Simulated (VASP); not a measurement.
# ZrGa3: electric field gradients with LDA

The system is ZrGa3.

```xyz
4
Lattice="-1.9855 1.9855 4.3645 1.9855 -1.9855 4.3645 1.9855 1.9855 -4.3645" Properties=species:S:1:pos:R:3 pbc="T T T"
Zr    0.0000    0.0000    0.0000
Ga    0.0000    0.0000    4.3645
Ga    0.0000    1.9855    2.1822
Ga    1.9855    0.0000    2.1822
```

```
Program                : VASP 6.6.1
Task                   : electric field gradients
Functional             : LDA
Potentials or basis    : VASP PAW LDA potentials, release 64 (Zr_sv, Ga_d)
Cutoff                 : 520 eV
k mesh                 : 12 × 12 × 12
Occupations            : fermi-dirac, width 0.03 eV
Spin                   : no spin polarisation
Dipole correction      : no
Further INCAR settings : ALGO = Normal; EDIFF = 1e-08; NBANDS = 34
```

```json
{
 "Pressure": "-5.1 GPa",
 "Band gap on the k mesh": "zero (an odd number of electrons rules out a gap without spin polarisation)",
 "Largest electric field gradient by atom": "Zr -46.8; Ga +96.5, -47.1 (each value once) V/Å²"
}
```

Stress tensor (GPa, compression positive):
```
-8.27  0.00  0.00
 0.00 -8.27  0.00
 0.00  0.00  1.23
```

Levels at points of the mesh, in eV from the Fermi level:
| k point | band 22 | band 23 | band 24 | band 25 | band 26 | band 27 | band 28 | band 29 | band 30 | band 31 |
| --- | --- | --- | --- | --- | --- | --- | --- | --- | --- | --- |
| (0.00, 0.00, 0.00) | -2.33 | -1.62 | -1.57 | -1.57 | -0.65 | 1.66 | 2.01 | 2.01 | 4.10 | 4.49 |
| (0.50, 0.00, 0.00) | -3.73 | -3.68 | -1.53 | -0.22 | 0.60 | 2.35 | 2.50 | 2.50 | 3.50 | 4.29 |
| (0.50, 0.50, 0.00) | -5.58 | -3.53 | -2.33 | -2.31 | -1.21 | 2.69 | 2.74 | 2.90 | 3.88 | 4.20 |
| (0.50, 0.50, 0.50) | -2.90 | -1.08 | -1.08 | 0.07 | 1.28 | 1.28 | 1.73 | 3.49 | 4.71 | 4.75 |

Electric field gradients, principal values (V/Å²):
| atom | least | middle | greatest (by size) |
| --- | --- | --- | --- |
| 1 Zr | 23.379 | 23.380 | -46.759 |
| 2 Ga | -48.268 | -48.270 | 96.538 |
| 3 Ga | 23.537 | 23.539 | -47.075 |
| 4 Ga | 23.537 | 23.539 | -47.075 |

It took 15 min on 1 thread of Intel(R) Xeon(R) Platinum 8375C CPU @ 2.90GHz (Ice Lake), with other jobs on the host, peak memory 0.43 GiB.

Caveat: the stress differs along the axes, from -8 to 1 GPa; without QUAD_EFG the Cq values of the log hold for a quadrupole moment of 1 mb, not for the nuclei.
